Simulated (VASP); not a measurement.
Ti3Al5, 8 atoms in the cell. Symmetry: P4/mmm, No. 123, tetragonal system. The conventional cell has a = 3.895 Å, b = 3.895 Å, c = 8.326 Å, α = 90.00°, β = 90.00°, γ = 90.00°. Within 3.6 Å of Ti (site symmetry 4/mmm) lie 4 Ti at 2.75 Å and 8 Al at 2.85 Å. Within 3.6 Å of Ti (site symmetry 4/mmm) lie 12 Al at 2.75 to 2.85 Å. Within 3.6 Å of Ti (site symmetry 4/mmm) lie 4 Ti at 2.75 Å and 8 Al at 2.85 Å. Al (site symmetry 2mm) has 6 Al at 2.75 to 2.85 Å and 6 Ti at 2.85 Å within 3.6 Å. Within 3.6 Å of Al (site symmetry 4/mmm) lie 4 Ti at 2.75 Å and 8 Al at 2.85 Å. 

| Item | Value |
| --- | --- |
| Program | VASP 6.6.1 |
| Task | single point |
| Functional | LDA |
| Potentials or basis | VASP PAW LDA potentials, release 64 (Ti_sv, Al) |
| Cutoff | 500 eV |
| k mesh | 6 × 6 × 2 |
| Occupations | gaussian, width 0.1 eV |
| Spin | no spin polarisation |
| Dipole correction | no |
| Further INCAR settings | ALGO = Normal; EDIFF = 1e-06; NBANDS = 36 |

Potentials or basis: VASP PAW LDA potentials, release 64 (Ti_sv, Al).

The run is started by

```console
$ cat potpaw_LDA.64/Ti_sv/POTCAR potpaw_LDA.64/Al/POTCAR > POTCAR
$ mpirun -np 1 vasp_std > vasp.out
```

Hardware: 1 thread of Intel(R) Xeon(R) Platinum 8375C CPU @ 2.90GHz (Ice Lake), with other jobs on the host.

Problem. Estimate the wall time of this run.

Solution. Wall time 2.4 min on 1 thread of Intel(R) Xeon(R) Platinum 8375C CPU @ 2.90GHz (Ice Lake), on a shared host, peak memory 0.21 GiB. Counts: scf iterations 16, k points 20.
